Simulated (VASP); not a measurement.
Input of a VASP 6.6.1 run:

The input INCAR:

```
PREC     = Accurate       # precision mode
ENCUT    = 400            # plane-wave cutoff, eV
EDIFF    = 1E-6           # SCF threshold, eV
ISMEAR   = -1             # smearing method
SIGMA    = 0.05           # smearing width, eV
LREAL    = False          # projectors in reciprocal space
LASPH    = True           # aspherical terms in the spheres
NELM     = 120            # most SCF steps
ALGO     = Normal         # electronic algorithm
ISIF     = 2              # what is computed and relaxed
LWAVE    = False          # write WAVECAR
LCHARG   = True           # write CHGCAR
GGA      = PS             # functional
LELF     = True           # ELF
LVHAR    = True         
NBANDS   = 26             # bands
GGA_COMPAT= False
```

KPOINTS

```
regular mesh
0
Gamma
  6 4 6
```

POSCAR

```
InP
1.0
    2.9390050000     -2.9390050000      0.0000000000
    0.0000000000      0.0000000000      5.8780100000
   -2.9390050000     -2.9390050000      0.0000000000
In P
2 2
Direct
    0.0000000000      0.0000000000      0.0000000000
    0.5000000000      0.5000000000      0.5000000000
    0.0000000000      0.2500000000      0.5000000000
    0.5000000000      0.7500000000      0.0000000000
```

Potentials or basis: VASP PAW PBE potentials, release 64 (In_d, P).

The run is started by

```bash
$ cat potpaw_PBE.64/In_d/POTCAR potpaw_PBE.64/P/POTCAR > POTCAR
$ mpirun -np 1 vasp_std > vasp.out
```

(1) Estimate the pressure.

(2) What does it give for the band gap on the k mesh?

Results:

(1) 0.0 GPa.

(2) 0.57 eV.

Caveat: the PAW data sets were made with another functional, which shifts forces and pressure a little; spin-orbit coupling is left out, which moves the levels of the heavy elements.
